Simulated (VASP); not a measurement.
# AlN (P6_3/mmc) in VASP: notebook, part 2 of 2

VASP 6.6.1.

### Step 3. Single point, PBE

This run uses another cell than the first one, of 11.40 Å³/atom, 0.997 times its volume.

Contents of INCAR:

```
PREC = Accurate ; ENCUT = 520
EDIFF = 1E-6 ; ISMEAR = 0
SIGMA = 0.05 ; LREAL = F
LASPH = T ; NELM = 60
ALGO = Normal ; ISIF = 2
LWAVE = F ; LCHARG = T
GGA = PE ; LELF = T
LVHAR = T ; NBANDS = 16
```

Contents of KPOINTS:

```
Automatic mesh
0
Gamma
  9 9 6
```

Contents of POSCAR:

```
AlN
1.0
    3.3963000000      0.0000000000      0.0000000000
   -1.6981500000      2.9412820789      0.0000000000
    0.0000000000      0.0000000000      4.5645000000
Al N
2 2
Direct
    0.3333333333      0.6666666667      0.7500000000
    0.6666666667      0.3333333333      0.2500000000
    0.3333333333      0.6666666667      0.2500000000
    0.6666666667      0.3333333333      0.7500000000
```

Potentials or basis: VASP PAW PBE potentials, release 64 (Al, N).

Started as:

```console
$ cat potpaw_PBE.64/Al/POTCAR potpaw_PBE.64/N/POTCAR > POTCAR
$ mpirun -np 1 vasp_std > vasp.out
```

OUTCAR:

```text
PREC = Accurate
   ENCUT = 520
   EDIFF = 1E-6
   ISMEAR = 0
   LREAL = F
   LASPH = T
   NELM = 60
   ISIF = 2
   GGA = PE

 ion  position               nearest neighbor table
   1  0.333  0.667  0.750-   4 1.96   4 1.96   4 1.96   3 2.28   3 2.28   2 3.01   2 3.01   2 3.01
                             2 3.01   2 3.01   2 3.01
   2  0.667  0.333  0.250-   3 1.96   3 1.96   3 1.96   4 2.28   4 2.28   1 3.01   1 3.01   1 3.01
                             1 3.01   1 3.01   1 3.01
   3  0.333  0.667  0.250-   2 1.96   2 1.96   2 1.96   1 2.28   1 2.28
   4  0.667  0.333  0.750-   1 1.96   1 1.96   1 1.96   2 2.28   2 2.28

  LATTYP: Found a hexagonal cell.
 ALAT       =     3.3963000000
 C/A-ratio  =     1.3439625475

  Lattice vectors:

 A1 = (   3.3963000000,   0.0000000000,   0.0000000000)
 A2 = (  -1.6981500000,   2.9412820789,   0.0000000000)
 A3 = (   0.0000000000,   0.0000000000,   4.5645000000)

Analysis of symmetry for initial positions (statically):
=====================================================================
 Subroutine PRICEL returns:
 Original cell was already a primitive cell.

 Routine SETGRP: Setting up the symmetry group for a
 hexagonal supercell.

 Subroutine GETGRP returns: Found 24 space group operations
 (whereof 12 operations were pure point group operations)
 out of a pool of 24 trial point group operations.

The static configuration has the point symmetry D_3d.
 The point group associated with its full space group is D_6h.

Analysis of symmetry for dynamics (positions and initial velocities):
=====================================================================
 Subroutine PRICEL returns:
 Original cell was already a primitive cell.

 Routine SETGRP: Setting up the symmetry group for a
 hexagonal supercell.

 Subroutine GETGRP returns: Found 24 space group operations
 (whereof 12 operations were pure point group operations)
 out of a pool of 24 trial point group operations.
[... 121 lines left out ...]
   ISMEAR =     0;   SIGMA  =   0.05  broadening in eV -4-tet -1-fermi 0-gaus
   EFERMI_NEDOS =   21; number of points for ismear=-14 and -15
   IALGO  =     38    algorithm
   IMIX   =      4    mixing-type and parameters
     AMIX     =   0.40;   BMIX     =  1.00
     AMIX_MAG =   1.60;   BMIX_MAG =  1.00
  volume/ion in A,a.u.               =      11.40        76.93
  Fermi-wavevector in a.u.,A,eV,Ry     =   1.154701  2.182068 18.141114  1.333334
  Thomas-Fermi vector in A             =   2.291335
   LORBIT       =      0    0 simple, 1 ext, 2 COOP (PROOUT), +10 PAW based schemes
   GGA     = PE    functional components
   LHFCALC =     F    Hartree Fock is set to
   AEXX    =    0.0000 exact exchange contribution
   IVDW    =     0    specifies the selected vdW correction
   LEPSILON=     F    determine dielectric tensor
   LRPA    =     F    only Hartree local field effects (RPA)
 non-spin polarized calculation
 Gauss-broadening in eV      SIGMA  =   0.05
  energy-cutoff  :      520.00
  volume of cell :       45.60
 maximum number of plane-waves:      1253
 NGX is ok and might be reduce to    28
   NGX = 13   NGY = 13   NGZ = 17

 number of electron      16.0000002 magnetization

 Free energy of the ion-electron system (eV)
  ---------------------------------------------------
  ext. energy  EPLUGINS =         0.00000000
  ---------------------------------------------------
  free energy    TOTEN  =       -28.91881838 eV

  energy without entropy =      -28.91881838  energy(sigma->0) =      -28.91881838

 E-fermi :   6.9330     XC(G=0): -10.5754

 val. band max:        6.6951300688   @ k =   0.0000   0.0000   0.0000
 cond. band min:       8.7471008770   @ k =   0.0000   0.0000   0.0000
 fundamental gap:      2.0519708083
 Fermi energy:         6.9329730619

 k-point     1 :       0.0000    0.0000    0.0000
  band No.  band energies     occupation
      1      -9.2623      2.00000
      2      -6.5756      2.00000
      3       0.3827      2.00000
      4       3.7529      2.00000
      5       3.7529      2.00000
      6       4.9968      2.00000
[... 433 lines left out ...]
      3       0.7966      2.00000
      4       1.3292      2.00000
      5       1.3292      2.00000
      6       3.4636      2.00000
[... 8 lines left out ...]
     15      16.9171      0.00000
     16      18.0393      0.00000

 [... further k-points ...]
[... 5 lines left out ...]
  --------------------------------------------------------------------------------------
  -------------------------------------------------------------------------------------
  Total       -5.7035064     -5.7035064     -5.2553496      0.0000000     -0.0000000      0.0000000
  in kB     -200.4087070   -200.4087070   -184.6614590      0.0000000     -0.0000000      0.0000000
  external PRESSURE =    -195.1596243 kB  Pullay stress =       0.0000000 kB

 VOLUME and BASIS-vectors are now :
 -----------------------------------------------------------------------------
  energy-cutoff  :      520.00
  volume of cell :       45.60
      direct lattice vectors                 reciprocal lattice vectors
     3.396300000  0.000000000  0.000000000     0.294438065  0.169993896  0.000000000
    -1.698150000  2.941282079  0.000000000     0.000000000  0.339987792  0.000000000
     0.000000000  0.000000000  4.564500000     0.000000000  0.000000000  0.219082046

 POSITION                                       TOTAL-FORCE (eV/Angst)
 -----------------------------------------------------------------------------------
     -0.00000      1.96085      3.42338         0.000000     -0.000000     -0.000000
      1.69815      0.98043      1.14112        -0.000000      0.000000     -0.000000
     -0.00000      1.96085      1.14112         0.000000      0.000000     -0.000000
      1.69815      0.98043      3.42338         0.000000     -0.000000      0.000000
 -----------------------------------------------------------------------------------
    total drift:                               -0.000000      0.000000     -0.000000

  FREE ENERGIE OF THE ION-ELECTRON SYSTEM (eV)
  ---------------------------------------------------
  free  energy   TOTEN  =       -28.9188183757 eV

  energy  without entropy=      -28.9188183757  energy(sigma->0) =      -28.91881838
```

OSZICAR:

```text
N       E                     dE             d eps       ncg     rms          rms(c)
DAV:   1     0.412755918242E+02    0.41276E+02   -0.71155E+03  1544   0.886E+02
DAV:   2    -0.293329290166E+02   -0.70609E+02   -0.63834E+02  2200   0.178E+02
DAV:   3    -0.330719008764E+02   -0.37390E+01   -0.37252E+01  1856   0.430E+01
DAV:   4    -0.330964956569E+02   -0.24595E-01   -0.24593E-01  1904   0.393E+00
DAV:   5    -0.330968432185E+02   -0.34756E-03   -0.34756E-03  1840   0.468E-01    0.112E+01
DAV:   6    -0.289182038732E+02    0.41786E+01   -0.95430E+00  1944   0.224E+01    0.373E+00
DAV:   7    -0.289379503951E+02   -0.19747E-01   -0.56384E-01  1616   0.535E+00    0.269E+00
DAV:   8    -0.289266496451E+02    0.11301E-01   -0.89918E-02  1568   0.270E+00    0.960E-01
DAV:   9    -0.289182598103E+02    0.83898E-02   -0.15316E-02  1880   0.100E+00    0.308E-01
DAV:  10    -0.289189314452E+02   -0.67163E-03   -0.34279E-03  1728   0.377E-01    0.168E-01
DAV:  11    -0.289188149980E+02    0.11645E-03   -0.21441E-04  1800   0.116E-01    0.463E-02
DAV:  12    -0.289188188286E+02   -0.38306E-05   -0.19394E-05  1664   0.345E-02    0.775E-03
DAV:  13    -0.289188183757E+02    0.45298E-06   -0.60405E-06  1880   0.180E-02
   1 F= -.28918818E+02 E0= -.28918818E+02  d E =-.864304E-14
```

stdout:

```text
POSCAR found type information on POSCAR AlN
 POSCAR found :  2 types and       4 ions
 scaLAPACK will be used
 LDA part: xc-table for (Slater+PW92), standard interpolation
 POSCAR, INCAR and KPOINTS ok, starting setup
 FFT: planning ... GRIDC
 FFT: planning ... GRID_SOFT
 FFT: planning ... GRID
 WAVECAR not read
 entering main loop
```

It took 18 s on 1 thread of Intel Xeon Platinum 8488C (Sapphire Rapids), shared host; peak memory 0.18 GiB.

What came out:

| Item | Value |
| --- | --- |
| Free energy | -28.9188 eV |
| Pressure | -19.5 GPa |
| Band gap on the k mesh | 2.05 eV, direct |

Levels at points of the mesh, in eV from the valence-band top:
```tsv
k point	band 4	band 5	band 6	band 7	band 8	band 9	band 10	band 11	band 12	band 13
(0.00, 0.00, 0.00)	-2.94	-2.94	-1.70	-1.70	0.00	2.05	3.43	7.70	7.70	9.99
(0.00, 0.00, 0.50)	-3.66	-2.35	-2.35	-2.35	-2.35	4.58	4.58	8.01	8.01	8.01
```

As with any semilocal functional, this PBE gap is likely too small.

### Step 4. Single point, PBE

This run uses another cell than the first one, of 11.63 Å³/atom, 1.018 times its volume.

Contents of INCAR:

```
PREC = Accurate
ENCUT = 520
EDIFF = 1E-6
ISMEAR = 0
SIGMA = 0.05
LREAL = F
LASPH = T
NELM = 60
ALGO = Normal
ISIF = 2
LWAVE = F
LCHARG = F
GGA = PE
NBANDS = 16
```

KPOINTS is that of step 3.

Contents of POSCAR:

```
AlN
1.0
    3.4792000000      0.0000000000      0.0000000000
   -1.7396000000      3.0130755848      0.0000000000
    0.0000000000      0.0000000000      4.4388000000
Al N
2 2
Direct
    0.3333333333      0.6666666667      0.7500000000
    0.6666666667      0.3333333333      0.2500000000
    0.3333333333      0.6666666667      0.2500000000
    0.6666666667      0.3333333333      0.7500000000
```

Started as:

```console
$ cat potpaw_PBE.64/Al/POTCAR potpaw_PBE.64/N/POTCAR > POTCAR
$ mpirun -np 1 vasp_std > vasp.out
```

Run time: 17 s. Hardware: 1 thread of Intel Xeon Platinum 8488C (Sapphire Rapids), shared host; peak memory 0.18 GiB.

The run converged. Its results:

```yaml
Free_energy: -28.7604 eV
Pressure: -23.5 GPa
Band_gap_on_the_k_mesh: 2.06 eV, direct
```

Stress tensor (GPa, compression positive):
```
-25.08   0.00   0.00
  0.00 -25.08   0.00
  0.00   0.00 -20.48
```

Levels at points of the mesh, in eV from the valence-band top:
```
           k point  band 4  band 5  band 6  band 7  band 8  band 9  band 10  band 11  band 12  band 13
(0.00, 0.00, 0.00)   -2.85   -2.85   -1.39   -1.39    0.00    2.06     3.18     7.45     7.45     9.95
(0.00, 0.00, 0.50)   -3.51   -2.15   -2.15   -2.15   -2.15    4.62     4.62     7.72     7.72     7.72
```

PBE gaps usually lie below the measured ones, often by a third to a half.

### Step 5. Single point, PBE

This run uses another cell than the first one, of 11.68 Å³/atom, 1.022 times its volume.

Contents of INCAR:

```
ALGO = Normal ; EDIFF = 1E-6
ENCUT = 520 ; GGA = PE
ISIF = 2 ; ISMEAR = 0
LASPH = True ; LCHARG = False
LREAL = False ; LWAVE = False
NBANDS = 16 ; NELM = 80
PREC = Accurate ; SIGMA = 0.05
```

Contents of KPOINTS:

```
k-points
0
Gamma
  9 9 6
```

Contents of POSCAR:

```
AlN
1.0
    3.4377000000      0.0000000000      0.0000000000
   -1.7188500000      2.9771355306      0.0000000000
    0.0000000000      0.0000000000      4.5645000000
Al N
2 2
Direct
    0.3333333333      0.6666666667      0.7500000000
    0.6666666667      0.3333333333      0.2500000000
    0.3333333333      0.6666666667      0.2500000000
    0.6666666667      0.3333333333      0.7500000000
```

Started as:

```console
$ cat potpaw_PBE.64/Al/POTCAR potpaw_PBE.64/N/POTCAR > POTCAR
$ mpirun -np 1 vasp_std > vasp.out
```

Wall time 18 s (1 thread of Intel Xeon Platinum 8488C (Sapphire Rapids), shared host); peak memory 0.17 GiB.

Results (log left out):

```
Free energy            : -28.7653 eV
Pressure               : -22.8 GPa
Band gap on the k mesh : 1.90 eV, direct
```

Stress tensor (GPa, compression positive):
```
-23.93   0.00   0.00
  0.00 -23.93   0.00
  0.00   0.00 -20.41
```

Levels at points of the mesh, in eV from the valence-band top:
```
           k point  band 6  band 7  band 8  band 9  band 10  band 11
(0.00, 0.00, 0.00)   -1.61   -1.61    0.00    1.90     3.21     7.53
(0.00, 0.00, 0.50)   -2.27   -2.27   -2.27    4.45     4.45     7.83
```

A hybrid or GW would open this gap; PBE tends to underestimate it.

### Step 6. Single point, PBE

This run uses another cell than the first one, of 11.71 Å³/atom, 1.025 times its volume.

Contents of INCAR:

```
SYSTEM = AlN
  PREC = Accurate
  ENCUT = 520
  EDIFF = 1E-6
  ISMEAR = 0
  SIGMA = 0.05
  LREAL = .FALSE.
  LASPH = .TRUE.
  NELM = 60
  ALGO = Normal
  ISIF = 2
  LWAVE = .FALSE.
  LCHARG = .TRUE.
  GGA = PE
  LELF = .TRUE.
  LVHAR = .TRUE.
  NBANDS = 16
```

Contents of KPOINTS:

```
Automatic mesh
0
G
  9 9 6
  0 0 0
```

Contents of POSCAR:

```
AlN
1.0
    3.3963000000      0.0000000000      0.0000000000
   -1.6981500000      2.9412820789      0.0000000000
    0.0000000000      0.0000000000      4.6901000000
Al N
2 2
Direct
    0.3333333333      0.6666666667      0.7500000000
    0.6666666667      0.3333333333      0.2500000000
    0.3333333333      0.6666666667      0.2500000000
    0.6666666667      0.3333333333      0.7500000000
```

Potentials or basis: VASP PAW PBE potentials, release 64 (Al, N).

Started as:

```console
$ cat potpaw_PBE.64/Al/POTCAR potpaw_PBE.64/N/POTCAR > POTCAR
$ mpirun -np 1 vasp_std > vasp.out
```

OUTCAR:

```text
SYSTEM = AlN
   PREC = Accurate
   ENCUT = 520
   EDIFF = 1E-6
   ISMEAR = 0
   LREAL = .FALSE.
   LASPH = .TRUE.
   NELM = 60
   ISIF = 2
   GGA = PE

 ion  position               nearest neighbor table
   1  0.333  0.667  0.750-   4 1.96   4 1.96   4 1.96   3 2.35   3 2.35   2 3.06   2 3.06   2 3.06
                             2 3.06   2 3.06   2 3.06
   2  0.667  0.333  0.250-   3 1.96   3 1.96   3 1.96   4 2.35   4 2.35   1 3.06   1 3.06   1 3.06
                             1 3.06   1 3.06   1 3.06
   3  0.333  0.667  0.250-   2 1.96   2 1.96   2 1.96   1 2.35   1 2.35
   4  0.667  0.333  0.750-   1 1.96   1 1.96   1 1.96   2 2.35   2 2.35

  LATTYP: Found a hexagonal cell.
 ALAT       =     3.3963000000
 C/A-ratio  =     1.3809439684

  Lattice vectors:

 A1 = (   3.3963000000,   0.0000000000,   0.0000000000)
 A2 = (  -1.6981500000,   2.9412820789,   0.0000000000)
 A3 = (   0.0000000000,   0.0000000000,   4.6901000000)

Analysis of symmetry for initial positions (statically):
=====================================================================
 Subroutine PRICEL returns:
 Original cell was already a primitive cell.

 Routine SETGRP: Setting up the symmetry group for a
 hexagonal supercell.

 Subroutine GETGRP returns: Found 24 space group operations
 (whereof 12 operations were pure point group operations)
 out of a pool of 24 trial point group operations.

The static configuration has the point symmetry D_3d.
 The point group associated with its full space group is D_6h.

Analysis of symmetry for dynamics (positions and initial velocities):
=====================================================================
 Subroutine PRICEL returns:
 Original cell was already a primitive cell.

 Routine SETGRP: Setting up the symmetry group for a
 hexagonal supercell.

 Subroutine GETGRP returns: Found 24 space group operations
 (whereof 12 operations were pure point group operations)
 out of a pool of 24 trial point group operations.

[... 121 lines left out ...]
   EFERMI_NEDOS =   21; number of points for ismear=-14 and -15
   IALGO  =     38    algorithm
   IMIX   =      4    mixing-type and parameters
     AMIX     =   0.40;   BMIX     =  1.00
     AMIX_MAG =   1.60;   BMIX_MAG =  1.00
  volume/ion in A,a.u.               =      11.71        79.04
  Fermi-wavevector in a.u.,A,eV,Ry     =   1.144300  2.162413 17.815773  1.309422
  Thomas-Fermi vector in A             =   2.280992
   LORBIT       =      0    0 simple, 1 ext, 2 COOP (PROOUT), +10 PAW based schemes
   GGA     = PE    functional components
   LHFCALC =     F    Hartree Fock is set to
   AEXX    =    0.0000 exact exchange contribution
   IVDW    =     0    specifies the selected vdW correction
   LEPSILON=     F    determine dielectric tensor
   LRPA    =     F    only Hartree local field effects (RPA)
 non-spin polarized calculation
 Gauss-broadening in eV      SIGMA  =   0.05
  energy-cutoff  :      520.00
  volume of cell :       46.85
 maximum number of plane-waves:      1290
 NGX is ok and might be reduce to    28
   NGX = 13   NGY = 13   NGZ = 17

 number of electron      15.9999998 magnetization

 Free energy of the ion-electron system (eV)
  ---------------------------------------------------
  ext. energy  EPLUGINS =         0.00000000
  ---------------------------------------------------
  free energy    TOTEN  =       -28.76933456 eV

  energy without entropy =      -28.76933456  energy(sigma->0) =      -28.76933456

 E-fermi :   6.6944     XC(G=0): -10.4597

 val. band max:        6.4738082331   @ k =   0.0000   0.0000   0.0000
 cond. band min:       8.2639306691   @ k =   0.0000   0.0000   0.0000
 fundamental gap:      1.7901224360
 Fermi energy:         6.6944184573

 k-point     1 :       0.0000    0.0000    0.0000
  band No.  band energies     occupation
      1      -9.3515      2.00000
      2      -6.9086      2.00000
      3       0.2494      2.00000
      4       3.5999      2.00000
      5       3.5999      2.00000
      6       4.7058      2.00000
[... 433 lines left out ...]
      3       0.6712      2.00000
      4       1.1104      2.00000
      5       1.1104      2.00000
      6       3.1002      2.00000
[... 8 lines left out ...]
     15      16.4616      0.00000
     16      17.5987      0.00000

 [... further k-points ...]
[... 5 lines left out ...]
  --------------------------------------------------------------------------------------
  -------------------------------------------------------------------------------------
  Total       -6.4599816     -6.4599816     -5.7502376      0.0000000     -0.0000000      0.0000000
  in kB     -220.9108471   -220.9108471   -196.6398559      0.0000000     -0.0000000      0.0000000
  external PRESSURE =    -212.8205167 kB  Pullay stress =       0.0000000 kB

 VOLUME and BASIS-vectors are now :
 -----------------------------------------------------------------------------
  energy-cutoff  :      520.00
  volume of cell :       46.85
      direct lattice vectors                 reciprocal lattice vectors
     3.396300000  0.000000000  0.000000000     0.294438065  0.169993896  0.000000000
    -1.698150000  2.941282079  0.000000000     0.000000000  0.339987792  0.000000000
     0.000000000  0.000000000  4.690100000     0.000000000  0.000000000  0.213215070

 POSITION                                       TOTAL-FORCE (eV/Angst)
 -----------------------------------------------------------------------------------
     -0.00000      1.96085      3.51757        -0.000000     -0.000000      0.000000
      1.69815      0.98043      1.17253         0.000000      0.000000     -0.000000
     -0.00000      1.96085      1.17253         0.000000     -0.000000      0.000000
      1.69815      0.98043      3.51757        -0.000000      0.000000      0.000000
 -----------------------------------------------------------------------------------
    total drift:                               -0.000000      0.000000      0.000000

  FREE ENERGIE OF THE ION-ELECTRON SYSTEM (eV)
  ---------------------------------------------------
  free  energy   TOTEN  =       -28.7693345613 eV

  energy  without entropy=      -28.7693345613  energy(sigma->0) =      -28.76933456
```

Wall time 20 s (1 thread of Intel Xeon Platinum 8488C (Sapphire Rapids), shared host); peak memory 0.18 GiB.

Results:

| Property | Result |
| --- | --- |
| Free energy | -28.7693 eV |
| Pressure | -21.3 GPa |
| Band gap on the k mesh | 1.79 eV, direct |

Stress tensor (GPa, compression positive):
```
-22.09   0.00   0.00
  0.00 -22.09   0.00
  0.00   0.00 -19.66
```

PBE gaps usually lie below the measured ones, often by a third to a half.

### Step 7. Summary

| cell | gap on the mesh (eV) | pressure (GPa) |
| --- | --- | --- |
| a = 3.355, b = 3.355, c = 4.690 Å, angles 90.0, 90.0, 120.0°, 4 atoms | 1.96 | -17.7 |
| a = 3.396, b = 3.396, c = 4.564 Å, angles 90.0, 90.0, 120.0°, 4 atoms | 2.05 | -19.5 |
| a = 3.479, b = 3.479, c = 4.439 Å, angles 90.0, 90.0, 120.0°, 4 atoms | 2.06 | -23.5 |
| a = 3.438, b = 3.438, c = 4.564 Å, angles 90.0, 90.0, 120.0°, 4 atoms | 1.90 | -22.8 |
| a = 3.396, b = 3.396, c = 4.690 Å, angles 90.0, 90.0, 120.0°, 4 atoms | 1.79 | -21.3 |

Alike in all rows: task single point; level PBE; potentials or basis VASP PAW PBE potentials, release 64 (Al, N); no spin polarisation; k mesh 9 × 9 × 6; cutoff (eV) 520; smearing gaussian 0.05 eV.

Total energies depend on the potentials used, so only differences within one code and one set of settings carry meaning.
